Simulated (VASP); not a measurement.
# Ru (P6/mmm) in VASP: a series of runs

The runs below take Ru through single point, with revPBE.

All numbers are computed with VASP 6.6.1; they aren't measurements. Logs are shortened: lines on timing, memory, paths and dates and some standing lists are left out, and cuts for length are marked.

## (1) The cell of the first run

It takes space group P6/mmm (No. 191, hexagonal). The conventional cell has a = 4.284 Å, b = 4.284 Å, c = 2.694 Å, α = 90.00°, β = 90.00°, γ = 120.00°. Ru (site symmetry 6/mmm) has 14 Ru at 2.69 to 2.82 Å within 3.6 Å. Ru (site symmetry -6m2) has 11 Ru at 2.47 to 2.82 Å within 3.3 Å.

## (2) Single point, revPBE

The input, INCAR:

```
PREC     = Accurate       # precision mode
ENCUT    = 520            # plane-wave cutoff, eV
EDIFF    = 1E-6           # SCF threshold, eV
ISMEAR   = -1             # smearing method
SIGMA    = 0.1            # smearing width, eV
LREAL    = False          # projectors in reciprocal space
LASPH    = True           # aspherical terms in the spheres
NELM     = 60             # most SCF steps
ALGO     = Normal         # electronic algorithm
ISIF     = 2              # what is computed and relaxed
LWAVE    = False          # write WAVECAR
LCHARG   = True           # write CHGCAR
GGA      = RE             # functional
LELF     = True           # ELF
LVHAR    = True         
NBANDS   = 28             # bands
```

The input, KPOINTS:

```
regular mesh
0
Gamma
  10 10 13
```

The input, POSCAR:

```
Ru
1.0
    4.2842224358      0.0000000000      0.0000000000
   -2.1421112179      3.7102454649      0.0000000000
    0.0000000000      0.0000000000      2.6935429790
Ru
3
Direct
    0.0000000000      0.0000000000      0.0000000000
    0.3333333333      0.6666666667      0.5000000000
    0.6666666667      0.3333333333      0.5000000000
```

Potentials or basis: VASP PAW PBE potentials, release 64 (Ru_pv).

Launch:

```
$ cat potpaw_PBE.64/Ru_pv/POTCAR > POTCAR
$ mpirun -np 1 vasp_std > vasp.out
```

OUTCAR:

```text
PREC = Accurate
   ENCUT = 520
   EDIFF = 1E-6
   ISMEAR = -1
   LREAL = False
   LASPH = True
   NELM = 60
   ISIF = 2
   GGA = RE

 ion  position               nearest neighbor table
   1  0.000  0.000  0.000-   2 2.82   3 2.82   2 2.82   3 2.82   3 2.82   3 2.82   2 2.82   2 2.82
                             3 2.82   3 2.82   2 2.82   2 2.82
   2  0.333  0.667  0.500-   3 2.47   3 2.47   3 2.47   1 2.82   1 2.82   1 2.82   1 2.82   1 2.82
                             1 2.82
   3  0.667  0.333  0.500-   2 2.47   2 2.47   2 2.47   1 2.82   1 2.82   1 2.82   1 2.82   1 2.82
                             1 2.82

  LATTYP: Found a hexagonal cell.
 ALAT       =     4.2842224358
 C/A-ratio  =     0.6287122154

  Lattice vectors:

 A1 = (   4.2842224358,   0.0000000000,   0.0000000000)
 A2 = (  -2.1421112179,   3.7102454649,   0.0000000000)
 A3 = (   0.0000000000,   0.0000000000,   2.6935429790)

Analysis of symmetry for initial positions (statically):
=====================================================================
 Subroutine PRICEL returns:
 Original cell was already a primitive cell.

 Routine SETGRP: Setting up the symmetry group for a
 hexagonal supercell.

 Subroutine GETGRP returns: Found 24 space group operations
 (whereof 24 operations were pure point group operations)
 out of a pool of 24 trial point group operations.

The static configuration has the point symmetry D_6h.

Analysis of symmetry for dynamics (positions and initial velocities):
=====================================================================
 Subroutine PRICEL returns:
 Original cell was already a primitive cell.

 Routine SETGRP: Setting up the symmetry group for a
 hexagonal supercell.

 Subroutine GETGRP returns: Found 24 space group operations
 (whereof 24 operations were pure point group operations)
 out of a pool of 24 trial point group operations.

The dynamic configuration has the point symmetry D_6h.

 Subroutine INISYM returns: Found 24 space group operations
 (whereof 24 operations are pure point group operations),
 and found     1 'primitive' translations

----------------------------------------------------------------------------------------

                                     Primitive cell

  volume of cell :      42.8153

  direct lattice vectors                    reciprocal lattice vectors
     4.284222436  0.000000000  0.000000000     0.233414585  0.134761973  0.000000000
    -2.142111218  3.710245465  0.000000000     0.000000000  0.269523946  0.000000000
     0.000000000  0.000000000  2.693542979     0.000000000  0.000000000  0.371258230

  length of vectors
     4.284222436  4.284222436  2.693542979     0.269523946  0.269523946  0.371258230

  position of ions in fractional coordinates (direct lattice)
     0.000000000  0.000000000  0.000000000
     0.333333333  0.666666667  0.500000000
     0.666666667  0.333333333  0.500000000

  ion indices of the primitive-cell ions
   primitive index   ion index
                 1           1
                 2           2
                 3           3

----------------------------------------------------------------------------------------

 KPOINTS: regular mesh

Automatic generation of k-mesh.
 Grid dimensions read from file:
 generate k-points for:   10   10   13

 Generating k-lattice:

  Cartesian coordinates                     Fractional coordinates (reciprocal lattice)
     0.023341458  0.013476197  0.000000000     0.100000000  0.000000000  0.000000000
     0.000000000  0.026952395  0.000000000     0.000000000  0.100000000  0.000000000
     0.000000000  0.000000000  0.028558325     0.000000000  0.000000000  0.076923077

  Length of vectors
     0.026952395  0.026952395  0.028558325

  Shift w.r.t. Gamma in fractional coordinates (k-lattice)
     0.000000000  0.000000000  0.000000000

 Subroutine IBZKPT returns following result:
 ===========================================

 Found     98 irreducible k-points:

 Following reciprocal coordinates:
            Coordinates               Weight
  0.000000  0.000000  0.000000      1.000000
  0.100000  0.000000  0.000000      6.000000
  0.200000  0.000000  0.000000      6.000000
  0.300000  0.000000  0.000000      6.000000
  0.400000  0.000000  0.000000      6.000000
  0.500000  0.000000  0.000000      3.000000
[... 16 lines left out ...]
  0.300000  0.100000  0.076923     24.000000
  0.400000  0.100000  0.076923     24.000000
 [... further k-points ...]
   k-points           NKPTS =     98   k-points in BZ     NKDIM =     98   number of bands    NBANDS=     28
   number of dos      NEDOS =    301   number of ions     NIONS =      3
   total plane-waves  NPLWV =  20480
   dimension x,y,z NGX =    32 NGY =   32 NGZ =   20
   dimension x,y,z NGXF=    64 NGYF=   64 NGZF=   40
   ions per type =               3
   NGX,Y,Z   is equivalent  to a cutoff of  12.42, 12.42, 12.34 a.u.
   NGXF,Y,Z  is equivalent  to a cutoff of  24.83, 24.83, 24.69 a.u.
 SYSTEM =  unknown system
   PREC   = accura    normal or accurate (medium, high low for compatibility)
   ISTART =      0    job   : 0-new  1-cont  2-samecut
   ICHARG =      2    charge: 1-file 2-atom 10-const
   ISPIN  =      1    spin polarized calculation?
   LNONCOLLINEAR =      F non collinear calculations
   LSORBIT =      F    spin-orbit coupling
   LASPH  =      T    aspherical Exc in radial PAW
   ENCUT  =  520.0 eV  38.22 Ry    6.18 a.u.   7.97  7.97  5.01*2*pi/ulx,y,z
   NELM   =     60;   NELMIN=  2; NELMDL= -5     # of ELM steps
   EDIFF  = 0.1E-05   stopping-criterion for ELM
   LREAL  =      F    real-space projection
   EDIFFG = 0.1E-04   stopping-criterion for IOM
   NSW    =      0    number of steps for IOM
   IBRION =     -1    ionic relax: 0-MD 1-quasi-New 2-CG
   NFREE  =      0    steps in history (QN), initial steepest desc. (CG)
   ISIF   =      2    stress and relaxation
   ISYM   =      2    0-nonsym 1-usesym 2-fastsym
   POTIM  = 0.5000    time-step for ionic-motion
   TEBEG  =    0.0;   TEEND  =   0.0 temperature during run
   PSTRESS=    0.0 pullay stress
   NELECT =      42.0000    total number of electrons
   NUPDOWN=      -1.0000    fix difference up-down
   EMIN   =  10.00;   EMAX   =-10.00  energy-range for DOS
   EFERMI =   0.00;   METHOD = LEGACY
   ISMEAR =    -1;   SIGMA  =   0.10  broadening in eV -4-tet -1-fermi 0-gaus
   EFERMI_NEDOS =   21; number of points for ismear=-14 and -15
   IALGO  =     38    algorithm
   IMIX   =      4    mixing-type and parameters
     AMIX     =   0.40;   BMIX     =  1.00
     AMIX_MAG =   1.60;   BMIX_MAG =  1.00
  volume/ion in A,a.u.               =      14.27        96.31
  Fermi-wavevector in a.u.,A,eV,Ry     =   1.626641  3.073906 36.000488  2.645961
  Thomas-Fermi vector in A             =   2.719567
   LORBIT       =      0    0 simple, 1 ext, 2 COOP (PROOUT), +10 PAW based schemes
   GGA     = RE    functional components
   LHFCALC =     F    Hartree Fock is set to
   AEXX    =    0.0000 exact exchange contribution
   IVDW    =     0    specifies the selected vdW correction
   LEPSILON=     F    determine dielectric tensor
   LRPA    =     F    only Hartree local field effects (RPA)
 non-spin polarized calculation
  energy-cutoff  :      520.00
  volume of cell :       42.82
 maximum number of plane-waves:      1171
 NGX is ok and might be reduce to    32
   NGX = 15   NGY = 15   NGZ = 11

 number of electron      42.0000009 magnetization

 Free energy of the ion-electron system (eV)
  ---------------------------------------------------
  ext. energy  EPLUGINS =         0.00000000
  ---------------------------------------------------
  free energy    TOTEN  =       -25.47674064 eV

  energy without entropy =      -25.35676012  energy(sigma->0) =      -25.41675038

 E-fermi :  12.1818     XC(G=0): -13.7380

 val. band max:       12.1710391361   @ k =   0.5000   0.0000   0.3077
 cond. band min:      12.1852189697   @ k =   0.1000   0.0000   0.2308
 fundamental gap:      0.0141798335
 Fermi energy:        12.1817713338

 k-point     1 :       0.0000    0.0000    0.0000
  band No.  band energies     occupation
      1     -31.3496      2.00000
      2     -31.3496      2.00000
      3     -30.9678      2.00000
      4     -30.9678      2.00000
      5     -30.7128      2.00000
      6     -30.4773      2.00000
[... 20 lines left out ...]
     27      21.3296      0.00000
     28      21.3949      0.00000

 k-point     2 :       0.1000    0.0000    0.0000
  band No.  band energies     occupation
      1     -31.3729      2.00000
      2     -31.3525      2.00000
      3     -30.9389      2.00000
      4     -30.9330      2.00000
      5     -30.7060      2.00000
      6     -30.4810      2.00000
[... 20 lines left out ...]
     27      19.7263      0.00000
     28      21.8097      0.00000

 k-point     3 :       0.2000    0.0000    0.0000
  band No.  band energies     occupation
      1     -31.4234      2.00000
      2     -31.3437      2.00000
      3     -30.8725      2.00000
      4     -30.8524      2.00000
      5     -30.6863      2.00000
      6     -30.5563      2.00000
[... 20 lines left out ...]
     27      18.1240      0.00000
     28      21.9175      0.00000

 k-point     4 :       0.3000    0.0000    0.0000
  band No.  band energies     occupation
      1     -31.4735      2.00000
      2     -31.3007      2.00000
      3     -30.7979      2.00000
      4     -30.7724      2.00000
      5     -30.6828      2.00000
      6     -30.6564      2.00000
[... 578 lines left out ...]
     27      17.1522      0.00000
     28      22.5269      0.00000

 k-point    23 :       0.3000    0.1000    0.0769
  band No.  band energies     occupation
      1     -31.4752      2.00000
      2     -31.2688      2.00000
      3     -30.8105      2.00000
      4     -30.7508      2.00000
      5     -30.7202      2.00000
      6     -30.6489      2.00000
[... 20 lines left out ...]
     27      15.8577      0.00000
     28      22.6076      0.00000

 k-point    24 :       0.4000    0.1000    0.0769
  band No.  band energies     occupation
      1     -31.4957      2.00000
      2     -31.1897      2.00000
      3     -30.9278      2.00000
      4     -30.7114      2.00000
      5     -30.6881      2.00000
      6     -30.6122      2.00000
[... 20 lines left out ...]
     27      14.7260      0.00000
     28      22.6386      0.00000

 [... further k-points ...]
[... 5 lines left out ...]
  --------------------------------------------------------------------------------------
  -------------------------------------------------------------------------------------
  Total       -0.0416063     -0.0416063      0.0618802      0.0000000      0.0000000      0.0000000
  in kB       -1.5569391     -1.5569391      2.3156001      0.0000000      0.0000000      0.0000000
  external PRESSURE =      -0.2660927 kB  Pullay stress =       0.0000000 kB

 VOLUME and BASIS-vectors are now :
 -----------------------------------------------------------------------------
  energy-cutoff  :      520.00
  volume of cell :       42.82
      direct lattice vectors                 reciprocal lattice vectors
     4.284222436  0.000000000  0.000000000     0.233414585  0.134761973  0.000000000
    -2.142111218  3.710245465  0.000000000     0.000000000  0.269523946  0.000000000
     0.000000000  0.000000000  2.693542979     0.000000000  0.000000000  0.371258230

 POSITION                                       TOTAL-FORCE (eV/Angst)
 -----------------------------------------------------------------------------------
      0.00000      0.00000      0.00000        -0.000000      0.000000      0.000000
     -0.00000      2.47350      1.34677        -0.000000      0.000000      0.000000
      2.14211      1.23675      1.34677         0.000000     -0.000000      0.000000
 -----------------------------------------------------------------------------------
    total drift:                               -0.000000      0.000000      0.000000

  FREE ENERGIE OF THE ION-ELECTRON SYSTEM (eV)
  ---------------------------------------------------
  free  energy   TOTEN  =       -25.4767406436 eV

  energy  without entropy=      -25.3567601167  energy(sigma->0) =      -25.41675038
```

It took 30 s on 1 thread of Intel Xeon 6975P-C (Granite Rapids), shared host; peak memory 0.21 GiB.

Results:

* Free energy: -25.4767 eV
* Pressure: 0.0 GPa
* Band gap on the k mesh: zero (band 21 reaches 13.15 eV, above the bottom of band 22 at 10.91 eV)

Levels at points of the mesh, in eV from the Fermi level:
| k point | band 18 | band 19 | band 20 | band 21 | band 22 | band 23 | band 24 | band 25 |
| --- | --- | --- | --- | --- | --- | --- | --- | --- |
| (0.00, 0.00, 0.00) | -2.04 | -2.04 | -1.38 | -1.38 | -1.27 | -1.27 | 1.59 | 1.59 |
| (0.50, 0.00, 0.00) | -2.40 | -1.13 | -1.05 | 0.38 | 0.75 | 0.78 | 0.80 | 1.26 |

Caveat: the PAW data sets were made with another functional, which shifts forces and pressure a little.

[end of part 1 of 2]
